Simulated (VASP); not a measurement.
Write the native input for VASP 6.6.1 that does the following.

* Task: single point
* Functional: r2SCAN
* Potentials or basis: VASP PAW PBE potentials, release 64 (Zn, S)
* Cutoff: 520 eV
* k mesh: 8 × 8 × 8
* Occupations: gaussian, width 0.02 eV
* Spin: no spin polarisation
* Dipole correction: no
* Further INCAR settings: ALGO = Normal; EDIFF = 1e-06; NBANDS = 16

The system is ZnS.

```
Zn S
1.0
     0.00000    2.49498    2.49498
     2.49498    0.00000    2.49498
     2.49498    2.49498    0.00000
Zn S
1 1
Direct
  0.00000 0.00000 0.00000
  0.25000 0.25000 0.25000
```

These files were run (other wordings do the same):

POSCAR

```
ZnS
1.0
    0.0000000000      2.4949780609      2.4949780609
    2.4949780609      0.0000000000      2.4949780609
    2.4949780609      2.4949780609      0.0000000000
Zn S
1 1
Direct
    0.0000000000      0.0000000000      0.0000000000
    0.2500000000      0.2500000000      0.2500000000
```

INCAR.step1

```
PREC = Accurate
ENCUT = 520
ISMEAR = 0
SIGMA = 0.02
LREAL = F
LASPH = T
NELM = 100
NBANDS = 16
GGA = PE
ALGO = Normal
EDIFF = 1E-4
LWAVE = T
LCHARG = F
```

INCAR.step2

```
PREC = Accurate
ENCUT = 520
EDIFF = 1E-6
ISMEAR = 0
SIGMA = 0.02
LREAL = F
LASPH = T
NELM = 100
ALGO = Normal
ISIF = 2
LWAVE = F
LCHARG = F
METAGGA = R2SCAN
LMIXTAU = T
NBANDS = 16
ISTART = 1
```

KPOINTS

```
Automatic mesh
0
Gamma
  8 8 8
```

Potentials or basis: VASP PAW PBE potentials, release 64 (Zn, S).

Launch:

```sh
$ cat potpaw_PBE.64/Zn/POTCAR potpaw_PBE.64/S/POTCAR > POTCAR
$ cp INCAR.step1 INCAR
$ mpirun -np 1 vasp_std > vasp.out
$ cp INCAR.step2 INCAR
$ mpirun -np 1 vasp_std > vasp.out
```

It gave:

```yaml
Pressure: 30.2 GPa
Band_gap_on_the_k_mesh: 3.08 eV, indirect (least direct gap 3.86 eV)
```

Caveat: the PAW data sets were made with another functional, which shifts forces and pressure a little.

It took 47 s on 1 thread of AMD EPYC 9R45 96-Core Processor (Zen 5), on a shared host, peak memory 0.13 GiB.
